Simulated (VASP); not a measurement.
# Si (Fd-3m) in VASP: single point with r2SCAN

Aim: the single point of Si with r2SCAN.

All numbers are computed with VASP 6.6.1; they aren't measurements. Logs are shortened: lines on timing, memory, paths and dates and some standing lists are left out, and cuts for length are marked.

## (1) The cell of the first run

It takes space group Fd-3m (No. 227, cubic). The conventional cell has a = 5.470 Å, b = 5.470 Å, c = 5.470 Å, α = 90.00°, β = 90.00°, γ = 90.00°. Within 3.1 Å of Si (site symmetry -43m) lie 4 Si at 2.37 Å.

## (2) Single point, r2SCAN

POSCAR

```
Si
1.0
    0.0000000000      2.7350468793      2.7350468793
    2.7350468793      0.0000000000      2.7350468793
    2.7350468793      2.7350468793      0.0000000000
Si
2
Direct
    0.7500000000      0.7500000000      0.7500000000
    0.5000000000      0.5000000000      0.5000000000
```

INCAR.step1

```
SYSTEM = Si
PREC     = Accurate       ! precision mode
ENCUT    = 550            ! plane-wave cutoff, eV
ISMEAR   = 1              ! smearing method
SIGMA    = 0.02           ! smearing width, eV
LREAL    = .FALSE.        ! projectors in reciprocal space
LASPH    = .TRUE.         ! aspherical terms in the spheres
NELM     = 120            ! most SCF steps
NBANDS   = 11             ! bands
GGA      = PE             ! functional
ALGO     = Normal         ! electronic algorithm
EDIFF    = 1E-5           ! SCF threshold, eV
LWAVE    = .TRUE.         ! write WAVECAR
LCHARG   = .FALSE.        ! write CHGCAR
GGA_COMPAT= .FALSE.
```

INCAR.step2

```
SYSTEM = Si
PREC     = Accurate       ! precision mode
ENCUT    = 550            ! plane-wave cutoff, eV
EDIFF    = 1E-6           ! SCF threshold, eV
ISMEAR   = 1              ! smearing method
SIGMA    = 0.02           ! smearing width, eV
LREAL    = .FALSE.        ! projectors in reciprocal space
LASPH    = .TRUE.         ! aspherical terms in the spheres
NELM     = 120            ! most SCF steps
ALGO     = Normal         ! electronic algorithm
ISIF     = 2              ! what is computed and relaxed
LWAVE    = .FALSE.        ! write WAVECAR
LCHARG   = .TRUE.         ! write CHGCAR
METAGGA  = R2SCAN         ! meta-GGA
LMIXTAU  = .TRUE.       
LELF     = .TRUE.         ! ELF
LVHAR    = .TRUE.       
NBANDS   = 11             ! bands
ISTART   = 1            
GGA_COMPAT= .FALSE.
```

KPOINTS

```
Automatic mesh
0
G
  8 8 8
  0 0 0
```

Potentials or basis: VASP PAW PBE potentials, release 64 (Si).

Launch:

```console
$ cat potpaw_PBE.64/Si/POTCAR > POTCAR
$ cp INCAR.step1 INCAR
$ mpirun -np 1 vasp_std > vasp.out
$ cp INCAR.step2 INCAR
$ mpirun -np 1 vasp_std > vasp.out
```

OUTCAR:

```text
SYSTEM = Si
   PREC = Accurate
   ENCUT = 550
   EDIFF = 1E-6
   ISMEAR = 1
   LREAL = .FALSE.
   LASPH = .TRUE.
   NELM = 120
   ISIF = 2
   METAGGA = R2SCAN
   ISTART = 1

 ion  position               nearest neighbor table
   1  0.750  0.750  0.750-   2 2.37   2 2.37   2 2.37   2 2.37
   2  0.500  0.500  0.500-   1 2.37   1 2.37   1 2.37   1 2.37

  LATTYP: Found a face centered cubic cell.
 ALAT       =     5.4700937586

  Lattice vectors:

 A1 = (   0.0000000000,   2.7350468793,   2.7350468793)
 A2 = (   2.7350468793,   0.0000000000,   2.7350468793)
 A3 = (   2.7350468793,   2.7350468793,   0.0000000000)

Analysis of symmetry for initial positions (statically):
=====================================================================
 Subroutine PRICEL returns:
 Original cell was already a primitive cell.

 Routine SETGRP: Setting up the symmetry group for a
 face centered cubic supercell.

 Subroutine GETGRP returns: Found 48 space group operations
 (whereof 24 operations were pure point group operations)
 out of a pool of 48 trial point group operations.

The static configuration has the point symmetry T_d .
 The point group associated with its full space group is O_h .

Analysis of symmetry for dynamics (positions and initial velocities):
=====================================================================
 Subroutine PRICEL returns:
 Original cell was already a primitive cell.

 Routine SETGRP: Setting up the symmetry group for a
 face centered cubic supercell.

 Subroutine GETGRP returns: Found 48 space group operations
 (whereof 24 operations were pure point group operations)
 out of a pool of 48 trial point group operations.

The dynamic configuration has the point symmetry T_d .
 The point group associated with its full space group is O_h .

 Subroutine INISYM returns: Found 48 space group operations
 (whereof 24 operations are pure point group operations),
 and found     1 'primitive' translations

----------------------------------------------------------------------------------------

                                     Primitive cell

  volume of cell :      40.9189

  direct lattice vectors                    reciprocal lattice vectors
     0.000000000  2.735046879  2.735046879    -0.182812223  0.182812223  0.182812223
     2.735046879  0.000000000  2.735046879     0.182812223 -0.182812223  0.182812223
     2.735046879  2.735046879  0.000000000     0.182812223  0.182812223 -0.182812223

  length of vectors
     3.867940390  3.867940390  3.867940390     0.316640058  0.316640058  0.316640058

  position of ions in fractional coordinates (direct lattice)
     0.750000000  0.750000000  0.750000000
     0.500000000  0.500000000  0.500000000

  ion indices of the primitive-cell ions
   primitive index   ion index
                 1           1
                 2           2

----------------------------------------------------------------------------------------

 KPOINTS: Automatic mesh

Automatic generation of k-mesh.
 Grid dimensions read from file:
 generate k-points for:    8    8    8

 Generating k-lattice:

  Cartesian coordinates                     Fractional coordinates (reciprocal lattice)
    -0.022851528  0.022851528  0.022851528     0.125000000  0.000000000  0.000000000
     0.022851528 -0.022851528  0.022851528     0.000000000  0.125000000  0.000000000
     0.022851528  0.022851528 -0.022851528     0.000000000  0.000000000  0.125000000

  Length of vectors
     0.039580007  0.039580007  0.039580007

  Shift w.r.t. Gamma in fractional coordinates (k-lattice)
     0.000000000  0.000000000  0.000000000

 Subroutine IBZKPT returns following result:
 ===========================================

 Found     29 irreducible k-points:

 Following reciprocal coordinates:
            Coordinates               Weight
  0.000000  0.000000  0.000000      1.000000
  0.125000  0.000000  0.000000      8.000000
  0.250000  0.000000  0.000000      8.000000
  0.375000  0.000000  0.000000      8.000000
  0.500000  0.000000  0.000000      4.000000
  0.125000  0.125000  0.000000      6.000000
[... 16 lines left out ...]
  0.500000  0.250000  0.125000     48.000000
 -0.375000  0.250000  0.125000     24.000000
 [... further k-points ...]
   k-points           NKPTS =     29   k-points in BZ     NKDIM =     29   number of bands    NBANDS=     11
   number of dos      NEDOS =    301   number of ions     NIONS =      2
   total plane-waves  NPLWV =  27000
   dimension x,y,z NGX =    30 NGY =   30 NGZ =   30
   dimension x,y,z NGXF=    60 NGYF=   60 NGZF=   60
   ions per type =               2
   NGX,Y,Z   is equivalent  to a cutoff of  12.89, 12.89, 12.89 a.u.
   NGXF,Y,Z  is equivalent  to a cutoff of  25.79, 25.79, 25.79 a.u.
 SYSTEM =  Si
   PREC   = accura    normal or accurate (medium, high low for compatibility)
   ISTART =      1    job   : 0-new  1-cont  2-samecut
   ICHARG =      0    charge: 1-file 2-atom 10-const
   ISPIN  =      1    spin polarized calculation?
   LNONCOLLINEAR =      F non collinear calculations
   LSORBIT =      F    spin-orbit coupling
   LASPH  =      T    aspherical Exc in radial PAW
   ENCUT  =  550.0 eV  40.42 Ry    6.36 a.u.   7.40  7.40  7.40*2*pi/ulx,y,z
   NELM   =    120;   NELMIN=  2; NELMDL=  0     # of ELM steps
   EDIFF  = 0.1E-05   stopping-criterion for ELM
   LREAL  =      F    real-space projection
   EDIFFG = 0.1E-04   stopping-criterion for IOM
   NSW    =      0    number of steps for IOM
   IBRION =     -1    ionic relax: 0-MD 1-quasi-New 2-CG
   NFREE  =      0    steps in history (QN), initial steepest desc. (CG)
   ISIF   =      2    stress and relaxation
   ISYM   =      2    0-nonsym 1-usesym 2-fastsym
   POTIM  = 0.5000    time-step for ionic-motion
   TEBEG  =    0.0;   TEEND  =   0.0 temperature during run
   PSTRESS=    0.0 pullay stress
   NELECT =       8.0000    total number of electrons
   NUPDOWN=      -1.0000    fix difference up-down
   EMIN   =  10.00;   EMAX   =-10.00  energy-range for DOS
   EFERMI =   0.00;   METHOD = LEGACY
   ISMEAR =     1;   SIGMA  =   0.02  broadening in eV -4-tet -1-fermi 0-gaus
   EFERMI_NEDOS =   21; number of points for ismear=-14 and -15
   IALGO  =     38    algorithm
   IMIX   =      4    mixing-type and parameters
     AMIX     =   0.40;   BMIX     =  1.00
     AMIX_MAG =   1.60;   BMIX_MAG =  1.00
  volume/ion in A,a.u.               =      20.46       138.07
  Fermi-wavevector in a.u.,A,eV,Ry     =   0.950160  1.795542 12.283393  0.902804
  Thomas-Fermi vector in A             =   2.078511
   LORBIT       =      0    0 simple, 1 ext, 2 COOP (PROOUT), +10 PAW based schemes
   METAGGA = R2SCAN    functional components
   LHFCALC =     F    Hartree Fock is set to
   AEXX    =    0.0000 exact exchange contribution
   IVDW    =     0    specifies the selected vdW correction
   LEPSILON=     F    determine dielectric tensor
   LRPA    =     F    only Hartree local field effects (RPA)
 non-spin polarized calculation
 Methfessel and Paxton  Order N= 1 SIGMA  =   0.02
  energy-cutoff  :      550.00
  volume of cell :       40.92
 maximum number of plane-waves:      1243
 NGX is ok and might be reduce to    30
   NGX = 15   NGY = 15   NGZ = 15

 number of electron       8.0000001 magnetization

 Free energy of the ion-electron system (eV)
  ---------------------------------------------------
  ext. energy  EPLUGINS =         0.00000000
  ---------------------------------------------------
  free energy    TOTEN  =       -17.54368403 eV

  energy without entropy =      -17.54369082  energy(sigma->0) =      -17.54368629

 E-fermi :   5.5370     XC(G=0):  -9.7682

 val. band max:        5.5201447793   @ k =   0.0000   0.0000   0.0000
 cond. band min:       6.3673387570   @ k =   0.3750   0.3750   0.0000
 fundamental gap:      0.8471939777
 Fermi energy:         5.5369817248

 k-point     1 :       0.0000    0.0000    0.0000
  band No.  band energies     occupation
      1      -6.8529      2.00000
      2       5.5201      2.00001
      3       5.5201      2.00001
      4       5.5201      1.99998
      5       8.2681      0.00000
      6       8.2681      0.00000
      7       8.2682      0.00000
      8       9.2430      0.00000
      9      13.6359      0.00000
     10      13.6359      0.00000
     11      14.1219      0.00000

 k-point     2 :       0.1250    0.0000    0.0000
  band No.  band energies     occupation
      1      -6.6420      2.00000
      2       3.8924      2.00000
      3       5.2214      2.00000
      4       5.2214      2.00000
      5       8.2615      0.00000
      6       8.7086      0.00000
      7       8.7086      0.00000
      8      10.5903      0.00000
      9      13.1658      0.00000
     10      13.1658      0.00000
     11      14.9026      0.00000

 k-point     3 :       0.2500    0.0000    0.0000
  band No.  band energies     occupation
      1      -6.0271      2.00000
      2       1.4909      2.00000
      3       4.7298      2.00000
      4       4.7298      2.00000
      5       7.8105      0.00000
      6       9.2604      0.00000
      7       9.2604      0.00000
      8      12.8862      0.00000
      9      13.1385      0.00000
     10      13.1385      0.00000
     11      15.1431      0.00000

 k-point     4 :       0.3750    0.0000    0.0000
  band No.  band energies     occupation
      1      -5.1072      2.00000
      2      -0.5943      2.00000
      3       4.3855      2.00000
      4       4.3855      2.00000
      5       7.4502      0.00000
      6       9.2248      0.00000
      7       9.2248      0.00000
      8      13.9629      0.00000
      9      14.5805      0.00000
     10      14.5805      0.00000
     11      15.7921      0.00000
[... 239 lines left out ...]
 k-point    22 :       0.3750    0.2500    0.1250
  band No.  band energies     occupation
      1      -5.4796      2.00000
      2       1.1002      2.00000
      3       2.7498      2.00000
      4       4.0482      2.00000
      5       8.2046      0.00000
      6       9.7262      0.00000
      7      10.0430      0.00000
      8      11.3485      0.00000
      9      13.7641      0.00000
     10      16.3206      0.00000
     11      17.2635      0.00000

 k-point    23 :       0.5000    0.2500    0.1250
  band No.  band energies     occupation
      1      -4.5644      2.00000
      2      -0.5033      2.00000
      3       2.1274      2.00000
      4       3.5348      2.00000
      5       8.6674      0.00000
      6       9.3654      0.00000
      7      10.8967      0.00000
      8      11.8152      0.00000
      9      15.0475      0.00000
     10      15.8069      0.00000
     11      18.1804      0.00000

 k-point    24 :      -0.3750    0.2500    0.1250
  band No.  band energies     occupation
      1      -3.8971      2.00000
      2      -1.4726      2.00000
      3       1.9943      2.00000
      4       3.2988      2.00000
      5       8.8645      0.00000
      6       8.9405      0.00000
      7      11.7918      0.00000
      8      13.0707      0.00000
      9      13.3635      0.00000
     10      16.6947      0.00000
     11      17.8400      0.00000

 [... further k-points ...]
[... 5 lines left out ...]
  --------------------------------------------------------------------------------------
  -------------------------------------------------------------------------------------
  Total       -0.3992742     -0.3992742     -0.3992742     -0.0000000     -0.0000000      0.0000000
  in kB      -15.6335446    -15.6335446    -15.6335446     -0.0000000     -0.0000000      0.0000000
  external PRESSURE =     -15.6335446 kB  Pullay stress =       0.0000000 kB

 VOLUME and BASIS-vectors are now :
 -----------------------------------------------------------------------------
  energy-cutoff  :      550.00
  volume of cell :       40.92
      direct lattice vectors                 reciprocal lattice vectors
     0.000000000  2.735046879  2.735046879    -0.182812223  0.182812223  0.182812223
     2.735046879  0.000000000  2.735046879     0.182812223 -0.182812223  0.182812223
     2.735046879  2.735046879  0.000000000     0.182812223  0.182812223 -0.182812223

 POSITION                                       TOTAL-FORCE (eV/Angst)
 -----------------------------------------------------------------------------------
      4.10257      4.10257      4.10257         0.000000      0.000000      0.000000
      2.73505      2.73505      2.73505        -0.000000     -0.000000     -0.000000
 -----------------------------------------------------------------------------------
    total drift:                                0.000000     -0.000000     -0.000000

  FREE ENERGIE OF THE ION-ELECTRON SYSTEM (eV)
  ---------------------------------------------------
  free  energy   TOTEN  =       -17.5436840293 eV

  energy  without entropy=      -17.5436908237  energy(sigma->0) =      -17.54368629
```

Wall time 50 s (1 thread of Intel Xeon 8259CL, shared host); peak memory 0.16 GiB.

Results:

```yaml
Free_energy: -17.5437 eV
Pressure: -1.6 GPa
Band_gap_on_the_k_mesh: 0.85 eV (least direct gap 2.75 eV)
```

Caveat: the PAW data sets were made with another functional, which shifts forces and pressure a little. A k mesh can miss the band edges.
